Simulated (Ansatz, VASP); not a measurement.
**Two plane-wave programs on MoS2**

Contents of INCAR:

```
PREC = Accurate ; ENCUT = 520
EDIFF = 1E-6 ; ISMEAR = -1
SIGMA = 0.1 ; LREAL = False
LASPH = True ; NELM = 100
ALGO = Normal ; ISIF = 2
LWAVE = False ; LCHARG = True
GGA = B5 ; ALDAX = 1.0
AGGAX = 1.0 ; AGGAC = 1.0
ALDAC = 0.0 ; LELF = True
LVHAR = True ; NBANDS = 20
```

Contents of KPOINTS:

```
regular mesh
0
Gamma
  11 11 11
```

Contents of POSCAR:

```
MoS2
1.0
    6.3831760000      0.0000000000      0.0000000000
    5.5955395603      3.0716238175      0.0000000000
    5.5955395603      1.4348276740      2.7159054516
Mo S
1 2
Direct
    0.0000000000      0.0000000000      0.0000000000
    0.7500000000      0.7500000000      0.7500000000
    0.2500000000      0.2500000000      0.2500000000
```

Input for Ansatz:

```yaml
crystal:
  lattice:
    a: 6.383176
    b: 6.383176
    c: 6.383176
    alpha: 28.76421
    beta: 28.76421
    gamma: 28.76421
  atoms:
    - { symbol: Mo, position: [0.0, 0.0, 0.0] }
    - { symbol: S, position: [0.75, 0.75, 0.75] }
    - { symbol: S, position: [0.25, 0.25, 0.25] }
kpoints:
  mp_grid:
    grid: [11, 11, 11]
hamiltonian:
  xc: blyp
scf:
  convergence:
    dr2_threshold: 1.0e-10
  occupations:
    method: fermi_dirac
    width: 0.1
output:
  stress: true
```

Alike in both runs: task single point; functional BLYP; k mesh 11 × 11 × 11; occupations fermi-dirac, width 0.1 eV; no spin polarisation.

```csv
,VASP,Ansatz
version,VASP 6.6.1,Ansatz 0.2.0
potentials or method,"VASP PAW PBE potentials, release 64 (Mo_sv, S)","plane waves, PAW"
plane-wave cutoff (eV),520,420
valence electrons in the cell,26,26
```

```csv
,VASP,Ansatz,Ansatz less VASP
pressure (GPa),15.7,15.6,-0.02
"traceless stress, the component that is largest in VASP (GPa)",0.52,0.53,+0.008
```

VASP's potentials were made for PBE, not for BLYP.
